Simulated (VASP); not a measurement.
# AlN (F-43m) in VASP: further runs, part 2 of 2

VASP 6.6.1. The steps go on from the part before.

## 3. Relaxation of cell and atoms, LDA

This run uses another cell than the first one, of 10.42 Å³/atom.

INCAR reads:

```
PREC = Accurate
ENCUT = 600
EDIFF = 1E-7
ISMEAR = -1
SIGMA = 0.08
LREAL = False
LASPH = True
NELM = 80
ALGO = Normal
ISIF = 3
LWAVE = False
LCHARG = False
IBRION = 2
NSW = 100
EDIFFG = -0.002
```

KPOINTS reads:

```
Automatic mesh
0
Gamma
  18 18 18
```

POSCAR reads:

```
AlN
1.0
    0.0000000000      2.1839935596      2.1839935596
    2.1839935596      0.0000000000      2.1839935596
    2.1839935596      2.1839935596      0.0000000000
Al N
1 1
Direct
    0.0000000000      0.0000000000      0.0000000000
    0.2500000000      0.2500000000      0.2500000000
```

Potentials or basis: VASP PAW LDA potentials, release 64 (Al, N).

Command:

```
$ cat potpaw_LDA.64/Al/POTCAR potpaw_LDA.64/N/POTCAR > POTCAR
$ mpirun -np 1 vasp_std > vasp.out
```

OUTCAR:

```text
PREC = Accurate
   ENCUT = 600
   EDIFF = 1E-7
   ISMEAR = -1
   LREAL = False
   LASPH = True
   NELM = 80
   ISIF = 3
   IBRION = 2
   NSW = 100
   EDIFFG = -0.002

 ion  position               nearest neighbor table
   1  0.000  0.000  0.000-   2 1.89   2 1.89   2 1.89   2 1.89
   2  0.250  0.250  0.250-   1 1.89   1 1.89   1 1.89   1 1.89

  LATTYP: Found a face centered cubic cell.
 ALAT       =     4.3679871192

  Lattice vectors:

 A1 = (   0.0000000000,   2.1839935596,   2.1839935596)
 A2 = (   2.1839935596,   0.0000000000,   2.1839935596)
 A3 = (   2.1839935596,   2.1839935596,   0.0000000000)

Analysis of symmetry for initial positions (statically):
=====================================================================
 Subroutine PRICEL returns:
 Original cell was already a primitive cell.

 Routine SETGRP: Setting up the symmetry group for a
 face centered cubic supercell.

 Subroutine GETGRP returns: Found 24 space group operations
 (whereof 24 operations were pure point group operations)
 out of a pool of 48 trial point group operations.

The static configuration has the point symmetry T_d .

Analysis of symmetry for dynamics (positions and initial velocities):
=====================================================================
 Subroutine PRICEL returns:
 Original cell was already a primitive cell.

 Routine SETGRP: Setting up the symmetry group for a
 face centered cubic supercell.

 Subroutine GETGRP returns: Found 24 space group operations
 (whereof 24 operations were pure point group operations)
 out of a pool of 48 trial point group operations.

The dynamic configuration has the point symmetry T_d .

 Subroutine INISYM returns: Found 24 space group operations
 (whereof 24 operations are pure point group operations),
 and found     1 'primitive' translations

----------------------------------------------------------------------------------------

                                     Primitive cell

  volume of cell :      20.8345

  direct lattice vectors                    reciprocal lattice vectors
     0.000000000  2.183993560  2.183993560    -0.228938404  0.228938404  0.228938404
     2.183993560  0.000000000  2.183993560     0.228938404 -0.228938404  0.228938404
     2.183993560  2.183993560  0.000000000     0.228938404  0.228938404 -0.228938404

  length of vectors
     3.088633312  3.088633312  3.088633312     0.396532948  0.396532948  0.396532948

  position of ions in fractional coordinates (direct lattice)
     0.000000000  0.000000000  0.000000000
     0.250000000  0.250000000  0.250000000

  ion indices of the primitive-cell ions
   primitive index   ion index
                 1           1
                 2           2

----------------------------------------------------------------------------------------

 KPOINTS: Automatic mesh

Automatic generation of k-mesh.
 Grid dimensions read from file:
 generate k-points for:   18   18   18

 Generating k-lattice:

[... 40 lines left out ...]
 -0.277778  0.055556  0.000000     24.000000
 -0.222222  0.055556  0.000000     24.000000
 [... further k-points ...]
   k-points           NKPTS =    195   k-points in BZ     NKDIM =    195   number of bands    NBANDS=      8
   number of dos      NEDOS =    301   number of ions     NIONS =      2
   total plane-waves  NPLWV =  21952
   dimension x,y,z NGX =    28 NGY =   28 NGZ =   28
   dimension x,y,z NGXF=    56 NGYF=   56 NGZF=   56
   ions per type =               1   1
   NGX,Y,Z   is equivalent  to a cutoff of  15.07, 15.07, 15.07 a.u.
   NGXF,Y,Z  is equivalent  to a cutoff of  30.14, 30.14, 30.14 a.u.
 SYSTEM =  unknown system
   PREC   = accura    normal or accurate (medium, high low for compatibility)
   ISTART =      0    job   : 0-new  1-cont  2-samecut
   ICHARG =      2    charge: 1-file 2-atom 10-const
   ISPIN  =      1    spin polarized calculation?
   LNONCOLLINEAR =      F non collinear calculations
   LSORBIT =      F    spin-orbit coupling
   LASPH  =      T    aspherical Exc in radial PAW
   ENCUT  =  600.0 eV  44.10 Ry    6.64 a.u.   6.17  6.17  6.17*2*pi/ulx,y,z
   NELM   =     80;   NELMIN=  2; NELMDL= -5     # of ELM steps
   EDIFF  = 0.1E-06   stopping-criterion for ELM
   LREAL  =      F    real-space projection
   EDIFFG = -.2E-02   stopping-criterion for IOM
   NSW    =    100    number of steps for IOM
   IBRION =      2    ionic relax: 0-MD 1-quasi-New 2-CG
   NFREE  =      1    steps in history (QN), initial steepest desc. (CG)
   ISIF   =      3    stress and relaxation
   ISYM   =      2    0-nonsym 1-usesym 2-fastsym
   POTIM  = 0.5000    time-step for ionic-motion
   TEBEG  =    0.0;   TEEND  =   0.0 temperature during run
   PSTRESS=    0.0 pullay stress
   NELECT =       8.0000    total number of electrons
   NUPDOWN=      -1.0000    fix difference up-down
   EMIN   =  10.00;   EMAX   =-10.00  energy-range for DOS
   EFERMI =   0.00;   METHOD = LEGACY
   ISMEAR =    -1;   SIGMA  =   0.08  broadening in eV -4-tet -1-fermi 0-gaus
   EFERMI_NEDOS =   21; number of points for ismear=-14 and -15
   IALGO  =     38    algorithm
   IMIX   =      4    mixing-type and parameters
     AMIX     =   0.40;   BMIX     =  1.00
     AMIX_MAG =   1.60;   BMIX_MAG =  1.00
  volume/ion in A,a.u.               =      10.42        70.30
  Fermi-wavevector in a.u.,A,eV,Ry     =   1.189899  2.248583 19.263943  1.415860
  Thomas-Fermi vector in A             =   2.325996
   LORBIT       =      0    0 simple, 1 ext, 2 COOP (PROOUT), +10 PAW based schemes
   GGA     = CA    functional components
   LHFCALC =     F    Hartree Fock is set to
   AEXX    =    0.0000 exact exchange contribution
   IVDW    =     0    specifies the selected vdW correction
   LEPSILON=     F    determine dielectric tensor
   LRPA    =     F    only Hartree local field effects (RPA)
 conjugate gradient relaxation of ions
 non-spin polarized calculation
  energy-cutoff  :      600.00
  volume of cell :       20.83
 maximum number of plane-waves:       725
 NGX is ok and might be reduce to    28
   NGX = 13   NGY = 13   NGZ = 13

--------------------------------------- Ionic step        1  -------------------------------------------

 number of electron       8.0000000 magnetization

 Free energy of the ion-electron system (eV)
  ---------------------------------------------------
  ext. energy  EPLUGINS =         0.00000000
  ---------------------------------------------------
  free energy    TOTEN  =       -16.37346643 eV

  energy without entropy =      -16.37346643  energy(sigma->0) =      -16.37346643

------------------------ aborting loop because EDIFF is reached ----------------------------------------

  FORCE on cell =-STRESS in cart. coord.  units (eV):
  Direction    XX          YY          ZZ          XY          YZ          ZX
  --------------------------------------------------------------------------------------
  -------------------------------------------------------------------------------------
  Total       -0.4045184     -0.4045184     -0.4045184      0.0000000     -0.0000000      0.0000000
  in kB      -31.1074754    -31.1074754    -31.1074754      0.0000000     -0.0000000      0.0000000
  external PRESSURE =     -31.1074754 kB  Pullay stress =       0.0000000 kB
[... 59 lines left out ...]
--------------------------------------- Ionic step        3  -------------------------------------------

 number of electron       8.0000000 magnetization

 Free energy of the ion-electron system (eV)
  ---------------------------------------------------
  ext. energy  EPLUGINS =         0.00000000
  ---------------------------------------------------
  free energy    TOTEN  =       -16.37654487 eV

  energy without entropy =      -16.37654487  energy(sigma->0) =      -16.37654487

 E-fermi :   7.4671     XC(G=0): -11.3323

 val. band max:        5.8518629884   @ k =   0.0000   0.0000   0.0000
 cond. band min:       9.0818246453   @ k =   0.5000   0.5000   0.0000
 fundamental gap:      3.2299616569
 Fermi energy:         7.4671147559

 k-point     1 :       0.0000    0.0000    0.0000
  band No.  band energies     occupation
      1      -9.0604      2.00000
      2       5.8519      2.00000
      3       5.8519      2.00000
      4       5.8519      2.00000
      5      10.2223      0.00000
      6      18.3349      0.00000
      7      18.3349      0.00000
      8      18.3349      0.00000
[... 243 lines left out ...]
 k-point    24 :      -0.2222    0.0556    0.0000
  band No.  band energies     occupation
      1      -8.1939      2.00000
      2       2.7178      2.00000
      3       5.3516      2.00000
      4       5.6974      2.00000
      5      12.4397      0.00000
      6      16.7972      0.00000
      7      18.0053      0.00000
      8      18.1811      0.00000

 [... further k-points ...]
[... 5 lines left out ...]
  --------------------------------------------------------------------------------------
  -------------------------------------------------------------------------------------
  Total       -0.0014597     -0.0014597     -0.0014597     -0.0000000      0.0000000     -0.0000000
  in kB       -0.1139662     -0.1139662     -0.1139662     -0.0000000      0.0000000     -0.0000000
  external PRESSURE =      -0.1139662 kB  Pullay stress =       0.0000000 kB
[... 17 lines left out ...]
  FREE ENERGIE OF THE ION-ELECTRON SYSTEM (eV)
  ---------------------------------------------------
  free  energy   TOTEN  =       -16.3765448692 eV

  energy  without entropy=      -16.3765448691  energy(sigma->0) =      -16.37654487

 reached required accuracy - stopping structural energy minimisation
```

Run time: 2.5 min. Hardware: 1 thread of Intel Xeon 8259CL, shared host; peak memory 0.14 GiB.

What came out:

- Free energy: -16.3765 eV
- Relaxed volume: 10.26 Å³/atom
- Relaxed cell: a = 3.073 Å, b = 3.073 Å, c = 3.073 Å, α = 60.00°, β = 60.00°, γ = 60.00°
- Space group after relaxing (to 0.1 Å): F-43m (No. 216)
- Energy gained by relaxing: 1.5 meV/atom
- Ionic steps: 3
- Pressure after relaxing: 0.0 GPa
- Band gap on the k mesh: 3.23 eV (least direct gap 4.37 eV)

The path:
| step | energy change (eV) | largest force (eV/Å) | pressure (GPa) | volume (Å³) |
| --- | --- | --- | --- | --- |
| 1 | 0.0000 | 0.0000 | -3.11 | 20.83 |
| 2 | -0.0003 | 0.0000 | 3.10 | 20.23 |
| 3 | -0.0031 | 0.0000 | -0.01 | 20.52 |

Final structure:
```
Al N
1.0
     0.00000    2.17300    2.17300
     2.17300    0.00000    2.17300
     2.17300    2.17300    0.00000
Al N
1 1
Direct
  0.00000 0.00000 0.00000
  0.25000 0.25000 0.25000
```

Levels at points of the mesh, in eV from the valence-band top:
```
           k point  band 2  band 3  band 4  band 5  band 6  band 7
(0.00, 0.00, 0.00)    0.00    0.00    0.00    4.37   12.48   12.48
(0.50, 0.00, 0.00)   -5.97   -0.49   -0.49    7.41    9.87   11.06
(0.50, 0.50, 0.00)   -5.00   -1.81   -1.81    3.23    8.50   13.96
```

A k mesh can miss the band edges.
